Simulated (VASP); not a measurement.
# Ta3N (P3m1) in VASP: single point with PBEsol

Aim: the single point of Ta3N with PBEsol.

Everything below comes from runs of VASP 6.6.1. Logs are shortened: lines on timing, memory, paths and dates and some standing lists are left out, and cuts for length are marked.

### 1 The cell of the first run

It takes space group P3m1 (No. 156, trigonal). Conventional cell: a = 3.001 Å, b = 3.001 Å, c = 7.450 Å, α = 90.00°, β = 90.00°, γ = 120.00°. Ta (site symmetry 3m) has 12 Ta at 2.99 to 3.37 Å and 2 N at 3.72 Å within 3.9 Å. Within 2.6 Å of Ta (site symmetry 3m) lie 3 N at 1.92 Å. Ta (site symmetry 3m) has 3 N at 2.16 Å and 3 Ta at 2.74 Å within 2.9 Å. Within 2.6 Å of N (site symmetry 3m) lie 6 Ta at 1.92 to 2.16 Å.

### 2 Single point, PBEsol (atom 2 (Ta) moved -0.450 Å along Cartesian [0 0 1])

INCAR

```
SYSTEM = Ta3N
ALGO = Normal
EDIFF = 1E-6
ENCUT = 520
GGA = PS
ISIF = 2
ISMEAR = 0
LASPH = .True.
LCHARG = .True.
LELF = .True.
LREAL = .False.
LVHAR = .True.
LWAVE = .False.
NBANDS = 27
NELM = 80
PREC = Accurate
SIGMA = 0.15
```

KPOINTS

```
k-points
0
Gamma
  18 18 8
  0 0 0
```

POSCAR

```
Ta3N
1.0
    3.0005045962      0.0000000000      0.0000000000
   -1.5002522981      2.5985132045      0.0000000000
    0.0000000000      0.0000000000      7.4499250813
Ta N
3 1
Direct
    0.0000000000      0.0000000000      0.5000000000
    0.3333333333      0.6666666667      0.1121826940
    0.6666666667      0.3333333333      0.8274140140
    0.0000000000      0.0000000000      0.0000000000
```

Potentials or basis: VASP PAW PBE potentials, release 64 (Ta_pv, N).

Run with:

```bash
> cat potpaw_PBE.64/Ta_pv/POTCAR potpaw_PBE.64/N/POTCAR > POTCAR
> mpirun -np 1 vasp_std > vasp.out
```

OUTCAR:

```text
SYSTEM = Ta3N
   EDIFF = 1E-6
   ENCUT = 520
   GGA = PS
   ISIF = 2
   ISMEAR = 0
   LASPH = .True.
   LREAL = .False.
   NELM = 80
   PREC = Accurate

 ion  position               nearest neighbor table
   1  0.000  0.000  0.500-   3 2.99   3 2.99   3 2.99   2 3.37   2 3.37   2 3.37
   2  0.333  0.667  0.112-   4 1.92   4 1.92   4 1.92   3 2.74   3 2.74   3 2.74   1 3.37   1 3.37
                             1 3.37
   3  0.667  0.333  0.827-   4 2.16   4 2.16   4 2.16   2 2.74   2 2.74   2 2.74   1 2.99   1 2.99
                             1 2.99
   4  0.000  0.000  0.000-   2 1.92   2 1.92   2 1.92   3 2.16   3 2.16   3 2.16

  LATTYP: Found a hexagonal cell.
 ALAT       =     3.0005045962
 C/A-ratio  =     2.4828907414

  Lattice vectors:

 A1 = (   3.0005045962,   0.0000000000,   0.0000000000)
 A2 = (  -1.5002522981,   2.5985132045,   0.0000000000)
 A3 = (   0.0000000000,   0.0000000000,   7.4499250813)

Analysis of symmetry for initial positions (statically):
=====================================================================
 Subroutine PRICEL returns:
 Original cell was already a primitive cell.

 Routine SETGRP: Setting up the symmetry group for a
 hexagonal supercell.

 Subroutine GETGRP returns: Found  6 space group operations
 (whereof  6 operations were pure point group operations)
 out of a pool of 24 trial point group operations.

The static configuration has the point symmetry C_3v.

Analysis of symmetry for dynamics (positions and initial velocities):
=====================================================================
 Subroutine PRICEL returns:
 Original cell was already a primitive cell.

 Routine SETGRP: Setting up the symmetry group for a
 hexagonal supercell.

 Subroutine GETGRP returns: Found  6 space group operations
 (whereof  6 operations were pure point group operations)
 out of a pool of 24 trial point group operations.

The dynamic configuration has the point symmetry C_3v.

 Subroutine INISYM returns: Found  6 space group operations
 (whereof  6 operations are pure point group operations),
 and found     1 'primitive' translations

----------------------------------------------------------------------------------------

                                     Primitive cell

  volume of cell :      58.0860

  direct lattice vectors                    reciprocal lattice vectors
     3.000504596  0.000000000  0.000000000     0.333277277  0.192417725  0.000000000
    -1.500252298  2.598513205  0.000000000     0.000000000  0.384835451  0.000000000
     0.000000000  0.000000000  7.449925081     0.000000000  0.000000000  0.134229538

  length of vectors
     3.000504596  3.000504596  7.449925081     0.384835451  0.384835451  0.134229538

  position of ions in fractional coordinates (direct lattice)
     0.000000000  0.000000000  0.500000000
     0.333333333  0.666666667  0.112182694
     0.666666667  0.333333333  0.827414014
     0.000000000  0.000000000  0.000000000

  ion indices of the primitive-cell ions
   primitive index   ion index
                 1           1
                 2           2
                 3           3
                 4           4

----------------------------------------------------------------------------------------

 KPOINTS: k-points

Automatic generation of k-mesh.
 Grid dimensions read from file:
 generate k-points for:   18   18    8

 Generating k-lattice:

  Cartesian coordinates                     Fractional coordinates (reciprocal lattice)
     0.018515404  0.010689874  0.000000000     0.055555556  0.000000000  0.000000000
     0.000000000  0.021379747  0.000000000     0.000000000  0.055555556  0.000000000
     0.000000000  0.000000000  0.016778692     0.000000000  0.000000000  0.125000000

  Length of vectors
     0.021379747  0.021379747  0.016778692

  Shift w.r.t. Gamma in fractional coordinates (k-lattice)
     0.000000000  0.000000000  0.000000000

 Subroutine IBZKPT returns following result:
 ===========================================

 Found    266 irreducible k-points:

 Following reciprocal coordinates:
            Coordinates               Weight
  0.000000  0.000000  0.000000      1.000000
  0.055556  0.000000  0.000000      6.000000
  0.111111  0.000000  0.000000      6.000000
  0.166667  0.000000  0.000000      6.000000
  0.222222  0.000000  0.000000      6.000000
  0.277778  0.000000  0.000000      6.000000
[... 16 lines left out ...]
  0.333333  0.111111  0.000000     12.000000
  0.388889  0.111111  0.000000     12.000000
 [... further k-points ...]
   k-points           NKPTS =    266   k-points in BZ     NKDIM =    266   number of bands    NBANDS=     27
   number of dos      NEDOS =    301   number of ions     NIONS =      4
   total plane-waves  NPLWV =  32256
   dimension x,y,z NGX =    24 NGY =   24 NGZ =   56
   dimension x,y,z NGXF=    48 NGYF=   48 NGZF=  112
   ions per type =               3   1
   NGX,Y,Z   is equivalent  to a cutoff of  13.30, 13.30, 12.50 a.u.
   NGXF,Y,Z  is equivalent  to a cutoff of  26.59, 26.59, 24.99 a.u.
 SYSTEM =  Ta3N
   PREC   = accura    normal or accurate (medium, high low for compatibility)
   ISTART =      0    job   : 0-new  1-cont  2-samecut
   ICHARG =      2    charge: 1-file 2-atom 10-const
   ISPIN  =      1    spin polarized calculation?
   LNONCOLLINEAR =      F non collinear calculations
   LSORBIT =      F    spin-orbit coupling
   LASPH  =      T    aspherical Exc in radial PAW
   ENCUT  =  520.0 eV  38.22 Ry    6.18 a.u.   5.58  5.58 13.85*2*pi/ulx,y,z
   NELM   =     80;   NELMIN=  2; NELMDL= -5     # of ELM steps
   EDIFF  = 0.1E-05   stopping-criterion for ELM
   LREAL  =      F    real-space projection
   EDIFFG = 0.1E-04   stopping-criterion for IOM
   NSW    =      0    number of steps for IOM
   IBRION =     -1    ionic relax: 0-MD 1-quasi-New 2-CG
   NFREE  =      0    steps in history (QN), initial steepest desc. (CG)
   ISIF   =      2    stress and relaxation
   ISYM   =      2    0-nonsym 1-usesym 2-fastsym
   POTIM  = 0.5000    time-step for ionic-motion
   TEBEG  =    0.0;   TEEND  =   0.0 temperature during run
   PSTRESS=    0.0 pullay stress
   NELECT =      38.0000    total number of electrons
   NUPDOWN=      -1.0000    fix difference up-down
   EMIN   =  10.00;   EMAX   =-10.00  energy-range for DOS
   EFERMI =   0.00;   METHOD = LEGACY
   ISMEAR =     0;   SIGMA  =   0.15  broadening in eV -4-tet -1-fermi 0-gaus
   EFERMI_NEDOS =   21; number of points for ismear=-14 and -15
   IALGO  =     38    algorithm
   IMIX   =      4    mixing-type and parameters
     AMIX     =   0.40;   BMIX     =  1.00
     AMIX_MAG =   1.60;   BMIX_MAG =  1.00
  volume/ion in A,a.u.               =      14.52        98.00
  Fermi-wavevector in a.u.,A,eV,Ry     =   1.421169  2.685620 27.479968  2.019721
  Thomas-Fermi vector in A             =   2.542007
   LORBIT       =      0    0 simple, 1 ext, 2 COOP (PROOUT), +10 PAW based schemes
   GGA     = PS    functional components
   LHFCALC =     F    Hartree Fock is set to
   AEXX    =    0.0000 exact exchange contribution
   IVDW    =     0    specifies the selected vdW correction
   LEPSILON=     F    determine dielectric tensor
   LRPA    =     F    only Hartree local field effects (RPA)
 non-spin polarized calculation
 Gauss-broadening in eV      SIGMA  =   0.15
  energy-cutoff  :      520.00
  volume of cell :       58.09
 maximum number of plane-waves:      1608
 NGX is ok and might be reduce to    24
   NGX = 11   NGY = 11   NGZ = 27

 number of electron      37.9999995 magnetization

 Free energy of the ion-electron system (eV)
  ---------------------------------------------------
  ext. energy  EPLUGINS =         0.00000000
  ---------------------------------------------------
  free energy    TOTEN  =       -46.53452126 eV

  energy without entropy =      -46.50674815  energy(sigma->0) =      -46.52063470

 E-fermi :   6.7301     XC(G=0): -12.8553

 val. band max:        6.7230396541   @ k =   0.1667   0.0000   0.5000
 cond. band min:       6.7317692953   @ k =  -0.0556   0.3889   0.2500
 fundamental gap:      0.0087296413
 Fermi energy:         6.7301031580

 k-point     1 :       0.0000    0.0000    0.0000
  band No.  band energies     occupation
      1     -28.8154      2.00000
      2     -27.9046      2.00000
      3     -27.9046      2.00000
      4     -27.7966      2.00000
      5     -27.5166      2.00000
      6     -27.5166      2.00000
[... 19 lines left out ...]
     26       9.7953      0.00000
     27       9.7953      0.00000

 k-point     2 :       0.0556    0.0000    0.0000
  band No.  band energies     occupation
      1     -28.8107      2.00000
      2     -27.9462      2.00000
      3     -27.9150      2.00000
      4     -27.7914      2.00000
      5     -27.5318      2.00000
      6     -27.5196      2.00000
[... 19 lines left out ...]
     26       9.9056      0.00000
     27      10.1972      0.00000

 k-point     3 :       0.1111    0.0000    0.0000
  band No.  band energies     occupation
      1     -28.7995      2.00000
      2     -28.0498      2.00000
      3     -27.9445      2.00000
      4     -27.7950      2.00000
      5     -27.5682      2.00000
      6     -27.5290      2.00000
[... 19 lines left out ...]
     26      10.3238      0.00000
     27      10.6250      0.00000

 k-point     4 :       0.1667    0.0000    0.0000
  band No.  band energies     occupation
      1     -28.7910      2.00000
      2     -28.1893      2.00000
      3     -27.9884      2.00000
      4     -27.8268      2.00000
      5     -27.6017      2.00000
      6     -27.5441      2.00000
[... 19 lines left out ...]
     26      10.8038      0.00000
     27      11.0550      0.00000

 k-point     5 :       0.2222    0.0000    0.0000
  band No.  band energies     occupation
      1     -28.8034      2.00000
      2     -28.3357      2.00000
      3     -28.0407      2.00000
      4     -27.8851      2.00000
      5     -27.6175      2.00000
      6     -27.5638      2.00000
[... 19 lines left out ...]
     26      11.1676      0.00000
     27      11.5808      0.00000

 k-point     6 :       0.2778    0.0000    0.0000
  band No.  band energies     occupation
      1     -28.8593      2.00000
      2     -28.4562      2.00000
      3     -28.0946      2.00000
      4     -27.9430      2.00000
      5     -27.6345      2.00000
      6     -27.5859      2.00000
[... 444 lines left out ...]
      1     -28.8639      2.00000
      2     -28.4452      2.00000
      3     -28.2059      2.00000
      4     -27.8987      2.00000
      5     -27.6703      2.00000
      6     -27.5992      2.00000
[... 19 lines left out ...]
     26      11.4468      0.00000
     27      11.7373      0.00000

 k-point    22 :       0.2778    0.1111    0.0000
  band No.  band energies     occupation
      1     -28.9468      2.00000
      2     -28.5237      2.00000
      3     -28.2511      2.00000
      4     -27.9362      2.00000
      5     -27.7240      2.00000
      6     -27.6244      2.00000
[... 19 lines left out ...]
     26      11.5233      0.00000
     27      11.8951      0.00000

 k-point    23 :       0.3333    0.1111    0.0000
  band No.  band energies     occupation
      1     -29.0314      2.00000
      2     -28.5813      2.00000
      3     -28.2833      2.00000
      4     -27.9610      2.00000
      5     -27.7707      2.00000
      6     -27.6545      2.00000
[... 19 lines left out ...]
     26      11.6161      0.00000
     27      12.0479      0.00000

 k-point    24 :       0.3889    0.1111    0.0000
  band No.  band energies     occupation
      1     -29.0919      2.00000
      2     -28.6176      2.00000
      3     -28.3052      2.00000
      4     -27.9757      2.00000
      5     -27.7974      2.00000
      6     -27.6631      2.00000
[... 19 lines left out ...]
     26      11.8489      0.00000
     27      12.1021      0.00000

 [... further k-points ...]

------------------------ aborting loop because EDIFF is reached ----------------------------------------

  FORCE on cell =-STRESS in cart. coord.  units (eV):
  Direction    XX          YY          ZZ          XY          YZ          ZX
  --------------------------------------------------------------------------------------
  -------------------------------------------------------------------------------------
  Total       11.3347186     11.3347186      5.8884852      0.0000000     -0.0000000      0.0000000
  in kB      312.6440684    312.6440684    162.4213226      0.0000000     -0.0000000      0.0000000
  external PRESSURE =     262.5698198 kB  Pullay stress =       0.0000000 kB

 VOLUME and BASIS-vectors are now :
 -----------------------------------------------------------------------------
  energy-cutoff  :      520.00
  volume of cell :       58.09
      direct lattice vectors                 reciprocal lattice vectors
     3.000504596  0.000000000  0.000000000     0.333277277  0.192417725  0.000000000
    -1.500252298  2.598513205  0.000000000     0.000000000  0.384835451  0.000000000
     0.000000000  0.000000000  7.449925081     0.000000000  0.000000000  0.134229538

 POSITION                                       TOTAL-FORCE (eV/Angst)
 -----------------------------------------------------------------------------------
      0.00000      0.00000      3.72496        -0.000000      0.000000     -1.436414
     -0.00000      1.73234      0.83575         0.000000      0.000000      8.927154
      1.50025      0.86617      6.16417        -0.000000     -0.000000     -3.015905
      0.00000      0.00000      0.00000        -0.000000     -0.000000     -4.474835
 -----------------------------------------------------------------------------------
    total drift:                                0.000000     -0.000000     -0.000319

  FREE ENERGIE OF THE ION-ELECTRON SYSTEM (eV)
  ---------------------------------------------------
  free  energy   TOTEN  =       -46.5345212590 eV

  energy  without entropy=      -46.5067481485  energy(sigma->0) =      -46.52063470
```

It took 18 min on 1 thread of AMD EPYC 7R13, shared host; peak memory 0.41 GiB.

Results:

```yaml
Free_energy: -46.5345 eV
Pressure: 26.3 GPa
Largest_force: 8.927 eV/Å
Band_gap_on_the_k_mesh: zero (band 19 reaches 7.24 eV, above the bottom of band 20 at 6.13 eV)
```

Forces on the atoms (eV/Å):
```
Ta   0.000  0.000 -1.436
Ta   0.000  0.000  8.927
Ta   0.000  0.000 -3.016
N    0.000  0.000 -4.475
```

Stress tensor (GPa, compression positive):
```
31.26  0.00  0.00
 0.00 31.26  0.00
 0.00  0.00 16.24
```

Caveat: the cell differs from its parent crystal (atom 2 (Ta) moved -0.450 Å along Cartesian [0 0 1]); the PAW data sets were made with another functional, which shifts forces and pressure a little; spin-orbit coupling is left out, which moves the levels of the heavy elements.
